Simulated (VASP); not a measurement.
# Sr2AgH5 (F-43m) in VASP: single point with PBE

Aim: the single point of Sr2AgH5 with PBE.

All numbers are computed with VASP 6.6.1; they aren't measurements. Logs are shortened: lines on timing, memory, paths and dates and some standing lists are left out, and cuts for length are marked.

## 1. The cell of the first run

The structure is cubic, space group F-43m (No. 216). Conventional cell: a = 8.126 Å, b = 8.126 Å, c = 8.126 Å, α = 90.00°, β = 90.00°, γ = 90.00°. Sr (site symmetry -43m) has 18 H at 3.34 to 4.06 Å and 4 Sr at 3.52 Å and 4 Ag at 3.52 Å within 4.4 Å. Within 4.5 Å of Sr (site symmetry -43m) lie 16 H at 3.41 to 3.52 Å and 4 Sr at 3.52 Å and 6 Ag at 4.06 Å. Ag (site symmetry -43m) has 4 H at 1.54 Å within 2.1 Å. H (site symmetry 3m) has 1 Ag at 1.54 Å and 1 H at 1.98 Å within 2.1 Å. H (site symmetry -43m) has 4 H at 1.98 Å within 2.6 Å.

## 2. Single point, PBE

INCAR

```
SYSTEM = Sr2AgH5
PREC = Accurate
ENCUT = 520
EDIFF = 1E-7
ISMEAR = 0
SIGMA = 0.1
LREAL = .False.
LASPH = .True.
NELM = 60
ALGO = Normal
ISIF = 2
LWAVE = .False.
LCHARG = .True.
GGA = PE
LELF = .True.
LVHAR = .True.
NBANDS = 28
```

KPOINTS

```
Automatic mesh
0
Gamma
  4 4 4
  0 0 0
```

POSCAR

```
Sr2AgH5
1.0
    0.0000000000      4.0627526000      4.0627526000
    4.0627526000      0.0000000000      4.0627526000
    4.0627526000      4.0627526000      0.0000000000
Sr Ag H
2 1 5
Direct
    0.7500000000      0.7500000000      0.7500000000
    0.0000000000      0.0000000000      0.0000000000
    0.5000000000      0.5000000000      0.5000000000
    0.3905512700      0.3905512700      0.3905512700
    0.3905512700      0.3905512700      0.8283462000
    0.3905512700      0.8283462000      0.3905512700
    0.8283462000      0.3905512700      0.3905512700
    0.2500000000      0.2500000000      0.2500000000
```

Potentials or basis: VASP PAW PBE potentials, release 64 (Sr_sv, Ag, H).

Command:

```
cat potpaw_PBE.64/Sr_sv/POTCAR potpaw_PBE.64/Ag/POTCAR potpaw_PBE.64/H/POTCAR > POTCAR
mpirun -np 1 vasp_std > vasp.out
```

OUTCAR:

```text
SYSTEM = Sr2AgH5
   PREC = Accurate
   ENCUT = 520
   EDIFF = 1E-7
   ISMEAR = 0
   LREAL = .False.
   LASPH = .True.
   NELM = 60
   ISIF = 2
   GGA = PE

 ion  position               nearest neighbor table
   1  0.750  0.750  0.750-   3 3.52   3 3.52   3 3.52   2 3.52   3 3.52   2 3.52   2 3.52   2 3.52

   2  0.000  0.000  0.000-   1 3.52   1 3.52   1 3.52   1 3.52   3 4.06   3 4.06   3 4.06   3 4.06
                             3 4.06   3 4.06
   3  0.500  0.500  0.500-   4 1.54   5 1.54   6 1.54   7 1.54   1 3.52   1 3.52   1 3.52   1 3.52
                             2 4.06   2 4.06   2 4.06   2 4.06   2 4.06   2 4.06
   4  0.391  0.391  0.391-   3 1.54
   5  0.391  0.391  0.828-   3 1.54
   6  0.391  0.828  0.391-   3 1.54
   7  0.828  0.391  0.391-   3 1.54
   8  0.250  0.250  0.250-

  LATTYP: Found a face centered cubic cell.
 ALAT       =     8.1255052000

  Lattice vectors:

 A1 = (   0.0000000000,   4.0627526000,   4.0627526000)
 A2 = (   4.0627526000,   0.0000000000,   4.0627526000)
 A3 = (   4.0627526000,   4.0627526000,   0.0000000000)

Analysis of symmetry for initial positions (statically):
=====================================================================
 Subroutine PRICEL returns:
 Original cell was already a primitive cell.

 Routine SETGRP: Setting up the symmetry group for a
 face centered cubic supercell.

 Subroutine GETGRP returns: Found 24 space group operations
 (whereof 24 operations were pure point group operations)
 out of a pool of 48 trial point group operations.

The static configuration has the point symmetry T_d .

Analysis of symmetry for dynamics (positions and initial velocities):
=====================================================================
 Subroutine PRICEL returns:
 Original cell was already a primitive cell.

 Routine SETGRP: Setting up the symmetry group for a
 face centered cubic supercell.

 Subroutine GETGRP returns: Found 24 space group operations
 (whereof 24 operations were pure point group operations)
 out of a pool of 48 trial point group operations.

The dynamic configuration has the point symmetry T_d .

 Subroutine INISYM returns: Found 24 space group operations
 (whereof 24 operations are pure point group operations),
 and found     1 'primitive' translations

----------------------------------------------------------------------------------------

                                     Primitive cell

  volume of cell :     134.1193

  direct lattice vectors                    reciprocal lattice vectors
     0.000000000  4.062752600  4.062752600    -0.123069271  0.123069271  0.123069271
     4.062752600  0.000000000  4.062752600     0.123069271 -0.123069271  0.123069271
     4.062752600  4.062752600  0.000000000     0.123069271  0.123069271 -0.123069271

  length of vectors
     5.745599827  5.745599827  5.745599827     0.213162230  0.213162230  0.213162230

  position of ions in fractional coordinates (direct lattice)
     0.750000000  0.750000000  0.750000000
     0.000000000  0.000000000  0.000000000
     0.500000000  0.500000000  0.500000000
     0.390551270  0.390551270  0.390551270
     0.390551270  0.390551270  0.828346200
     0.390551270  0.828346200  0.390551270
     0.828346200  0.390551270  0.390551270
     0.250000000  0.250000000  0.250000000

  ion indices of the primitive-cell ions
   primitive index   ion index
                 1           1
                 2           2
                 3           3
                 4           4
                 5           5
                 6           6
                 7           7
                 8           8

----------------------------------------------------------------------------------------

 KPOINTS: Automatic mesh

Automatic generation of k-mesh.
 Grid dimensions read from file:
 generate k-points for:    4    4    4

 Generating k-lattice:

  Cartesian coordinates                     Fractional coordinates (reciprocal lattice)
    -0.030767318  0.030767318  0.030767318     0.250000000  0.000000000  0.000000000
     0.030767318 -0.030767318  0.030767318     0.000000000  0.250000000  0.000000000
     0.030767318  0.030767318 -0.030767318     0.000000000  0.000000000  0.250000000

  Length of vectors
     0.053290557  0.053290557  0.053290557

  Shift w.r.t. Gamma in fractional coordinates (k-lattice)
     0.000000000  0.000000000  0.000000000

 Subroutine IBZKPT returns following result:
 ===========================================

 Found      8 irreducible k-points:

 Following reciprocal coordinates:
            Coordinates               Weight
  0.000000  0.000000  0.000000      1.000000
  0.250000  0.000000  0.000000      8.000000
  0.500000  0.000000  0.000000      4.000000
  0.250000  0.250000  0.000000      6.000000
  0.500000  0.250000  0.000000     24.000000
 -0.250000  0.250000  0.000000     12.000000
  0.500000  0.500000  0.000000      3.000000
 -0.250000  0.500000  0.250000      6.000000
   k-points           NKPTS =      8   k-points in BZ     NKDIM =      8   number of bands    NBANDS=     28
   number of dos      NEDOS =    301   number of ions     NIONS =      8
   total plane-waves  NPLWV = 110592
   dimension x,y,z NGX =    48 NGY =   48 NGZ =   48
   dimension x,y,z NGXF=    96 NGYF=   96 NGZF=   96
   ions per type =               2   1   5
   NGX,Y,Z   is equivalent  to a cutoff of  13.89, 13.89, 13.89 a.u.
   NGXF,Y,Z  is equivalent  to a cutoff of  27.78, 27.78, 27.78 a.u.
 SYSTEM =  Sr2AgH5
   PREC   = accura    normal or accurate (medium, high low for compatibility)
   ISTART =      0    job   : 0-new  1-cont  2-samecut
   ICHARG =      2    charge: 1-file 2-atom 10-const
   ISPIN  =      1    spin polarized calculation?
   LNONCOLLINEAR =      F non collinear calculations
   LSORBIT =      F    spin-orbit coupling
   LASPH  =      T    aspherical Exc in radial PAW
   ENCUT  =  520.0 eV  38.22 Ry    6.18 a.u.  10.68 10.68 10.68*2*pi/ulx,y,z
   NELM   =     60;   NELMIN=  2; NELMDL= -5     # of ELM steps
   EDIFF  = 0.1E-06   stopping-criterion for ELM
   LREAL  =      F    real-space projection
   EDIFFG = 0.1E-05   stopping-criterion for IOM
   NSW    =      0    number of steps for IOM
   IBRION =     -1    ionic relax: 0-MD 1-quasi-New 2-CG
   NFREE  =      0    steps in history (QN), initial steepest desc. (CG)
   ISIF   =      2    stress and relaxation
   ISYM   =      2    0-nonsym 1-usesym 2-fastsym
   POTIM  = 0.5000    time-step for ionic-motion
   TEBEG  =    0.0;   TEEND  =   0.0 temperature during run
   PSTRESS=    0.0 pullay stress
   NELECT =      36.0000    total number of electrons
   NUPDOWN=      -1.0000    fix difference up-down
   EMIN   =  10.00;   EMAX   =-10.00  energy-range for DOS
   EFERMI =   0.00;   METHOD = LEGACY
   ISMEAR =     0;   SIGMA  =   0.10  broadening in eV -4-tet -1-fermi 0-gaus
   EFERMI_NEDOS =   21; number of points for ismear=-14 and -15
   IALGO  =     38    algorithm
   IMIX   =      4    mixing-type and parameters
     AMIX     =   0.40;   BMIX     =  1.00
     AMIX_MAG =   1.60;   BMIX_MAG =  1.00
  volume/ion in A,a.u.               =      16.76       113.14
  Fermi-wavevector in a.u.,A,eV,Ry     =   1.056036  1.995618 15.173374  1.115212
  Thomas-Fermi vector in A             =   2.191256
   LORBIT       =      0    0 simple, 1 ext, 2 COOP (PROOUT), +10 PAW based schemes
   GGA     = PE    functional components
   LHFCALC =     F    Hartree Fock is set to
   AEXX    =    0.0000 exact exchange contribution
   IVDW    =     0    specifies the selected vdW correction
   LEPSILON=     F    determine dielectric tensor
   LRPA    =     F    only Hartree local field effects (RPA)
 non-spin polarized calculation
 Gauss-broadening in eV      SIGMA  =   0.10
  energy-cutoff  :      520.00
  volume of cell :      134.12
 maximum number of plane-waves:      3695
 NGX is ok and might be reduce to    48
   NGX = 21   NGY = 21   NGZ = 21

 number of electron      36.0000002 magnetization

 Free energy of the ion-electron system (eV)
  ---------------------------------------------------
  ext. energy  EPLUGINS =         0.00000000
  ---------------------------------------------------
  free energy    TOTEN  =       -18.55153111 eV

  energy without entropy =      -18.54194959  energy(sigma->0) =      -18.54674035

 E-fermi :   2.9110     XC(G=0):  -8.5069

 val. band max:        2.8664222846   @ k =  -0.2500   0.5000   0.2500
 cond. band min:       3.1740178462   @ k =   0.2500   0.2500   0.0000
 fundamental gap:      0.3075955616
 Fermi energy:         2.9109800882

 k-point     1 :       0.0000    0.0000    0.0000
  band No.  band energies     occupation
      1     -34.7588      2.00000
      2     -34.3567      2.00000
      3     -16.7782      2.00000
      4     -16.7782      2.00000
      5     -16.7782      2.00000
      6     -16.3143      2.00000
[... 20 lines left out ...]
     27       5.0932      0.00000
     28       7.4564      0.00000

 k-point     2 :       0.2500    0.0000    0.0000
  band No.  band energies     occupation
      1     -34.7564      2.00000
      2     -34.3593      2.00000
      3     -16.7900      2.00000
      4     -16.7900      2.00000
      5     -16.7785      2.00000
      6     -16.3195      2.00000
[... 20 lines left out ...]
     27       6.3778      0.00000
     28       7.1817      0.00000

 k-point     3 :       0.5000    0.0000    0.0000
  band No.  band energies     occupation
      1     -34.7539      2.00000
      2     -34.3618      2.00000
      3     -16.8013      2.00000
      4     -16.8013      2.00000
      5     -16.7800      2.00000
      6     -16.3233      2.00000
[... 120 lines left out ...]
      3     -16.8270      2.00000
      4     -16.8270      2.00000
      5     -16.7287      2.00000
      6     -16.3774      2.00000
[... 20 lines left out ...]
     27       6.5086      0.00000
     28       6.5518      0.00000

 k-point     8 :      -0.2500    0.5000    0.2500
  band No.  band energies     occupation
      1     -34.7522      2.00000
      2     -34.3636      2.00000
      3     -16.8290      2.00000
      4     -16.8284      2.00000
      5     -16.7264      2.00000
      6     -16.3734      2.00000
[... 20 lines left out ...]
     27       6.0117      0.00000
     28       6.8108      0.00000

------------------------ aborting loop because EDIFF is reached ----------------------------------------

  FORCE on cell =-STRESS in cart. coord.  units (eV):
  Direction    XX          YY          ZZ          XY          YZ          ZX
  --------------------------------------------------------------------------------------
  -------------------------------------------------------------------------------------
  Total        3.0110187      3.0110187      3.0110187      0.0000000      0.0000000     -0.0000000
  in kB       35.9693770     35.9693770     35.9693770      0.0000000      0.0000000     -0.0000000
  external PRESSURE =      35.9693770 kB  Pullay stress =       0.0000000 kB

 VOLUME and BASIS-vectors are now :
 -----------------------------------------------------------------------------
  energy-cutoff  :      520.00
  volume of cell :      134.12
      direct lattice vectors                 reciprocal lattice vectors
     0.000000000  4.062752600  4.062752600    -0.123069271  0.123069271  0.123069271
     4.062752600  0.000000000  4.062752600     0.123069271 -0.123069271  0.123069271
     4.062752600  4.062752600  0.000000000     0.123069271  0.123069271 -0.123069271

 POSITION                                       TOTAL-FORCE (eV/Angst)
 -----------------------------------------------------------------------------------
      6.09413      6.09413      6.09413         0.000000      0.000000      0.000000
      0.00000      0.00000      0.00000         0.000000      0.000000      0.000000
      4.06275      4.06275      4.06275         0.000000      0.000000      0.000000
      3.17343      3.17343      3.17343        -1.643460     -1.643460     -1.643460
      4.95208      4.95208      3.17343         1.643460      1.643460     -1.643460
      4.95208      3.17343      4.95208         1.643460     -1.643460      1.643460
      3.17343      4.95208      4.95208        -1.643460      1.643460      1.643460
      2.03138      2.03138      2.03138         0.000000      0.000000      0.000000
 -----------------------------------------------------------------------------------
    total drift:                               -0.000003     -0.000003     -0.000003

  FREE ENERGIE OF THE ION-ELECTRON SYSTEM (eV)
  ---------------------------------------------------
  free  energy   TOTEN  =       -18.5515311061 eV

  energy  without entropy=      -18.5419495877  energy(sigma->0) =      -18.54674035
```

It took 88 s on 1 thread of Intel Xeon 8259CL, shared host; peak memory 0.33 GiB.

What came out:

```
Free energy            : -18.5515 eV
Pressure               : 3.6 GPa
Largest force          : 2.847 eV/Å
Band gap on the k mesh : zero (band 18 reaches 2.87 eV, above the bottom of band 19 at 2.50 eV)
```

Forces on the atoms (eV/Å):
```
Sr   0.000  0.000  0.000
Sr   0.000  0.000  0.000
Ag   0.000  0.000  0.000
H   -1.643 -1.643 -1.643
H    1.643  1.643 -1.643
H    1.643 -1.643  1.643
H   -1.643  1.643  1.643
H    0.000  0.000  0.000
```

Caveat: forces of over 1 eV/Å act on the atoms, so gaps and moduli don't describe the material at rest.
